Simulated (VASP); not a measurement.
Write the native input for VASP 6.6.1 that does the following.

```yaml
Task: single point
Functional: PBE
Potentials_or_basis: VASP PAW PBE potentials, release 64 (Sc_sv, B, Sb)
Cutoff: 520 eV
k_mesh: 3 × 3 × 3
Occupations: gaussian, width 0.2 eV
Spin: no spin polarisation
Dipole_correction: no
Further_INCAR_settings: ALGO = Normal; EDIFF = 1e-06; NBANDS = 40
```

The structure of ScBSb3 lies in POSCAR:

```
ScBSb3
1.0
    3.8005887406      2.1942709325      4.4263671299
   -3.8005887406      2.1942709325      4.4263671299
    0.0000000000     -4.3885418649      4.4263671299
Sc B Sb
2 2 6
Direct
    0.2464478351      0.2464478351      0.2464478351
    0.7535521649      0.7535521649      0.7535521649
    0.9381099525      0.9381099525      0.9381099525
    0.0618900475      0.0618900475      0.0618900475
    0.7408987118      0.1574509326      0.3591543549
    0.6408456451      0.2591012882      0.8425490674
    0.2591012882      0.8425490674      0.6408456451
    0.3591543549      0.7408987118      0.1574509326
    0.1574509326      0.3591543549      0.7408987118
    0.8425490674      0.6408456451      0.2591012882
```

The input as run:

INCAR

```
PREC = Accurate
ENCUT = 520
EDIFF = 1E-6
ISMEAR = 0
SIGMA = 0.2
LREAL = F
LASPH = T
NELM = 100
ALGO = Normal
ISIF = 2
LWAVE = F
LCHARG = F
GGA = PE
NBANDS = 40
```

KPOINTS

```
regular mesh
0
Gamma
  3 3 3
```

Potentials or basis: VASP PAW PBE potentials, release 64 (Sc_sv, B, Sb).

Launch:

```sh
$ cat potpaw_PBE.64/Sc_sv/POTCAR potpaw_PBE.64/B/POTCAR potpaw_PBE.64/Sb/POTCAR > POTCAR
$ mpirun -np 1 vasp_std > vasp.out
```

Results of the run:

The pressure is 0.5 GPa, the largest force is 0.073 eV/Å and the band gap on the k mesh is zero (band 29 reaches 7.81 eV, above the bottom of band 30 at 7.00 eV).

Caveat: spin-orbit coupling is left out, which moves the levels of the heavy elements.

Run time: 57 s on 1 thread of Intel(R) Xeon(R) Platinum 8488C (Sapphire Rapids), with other jobs on the host, peak memory 0.33 GiB.
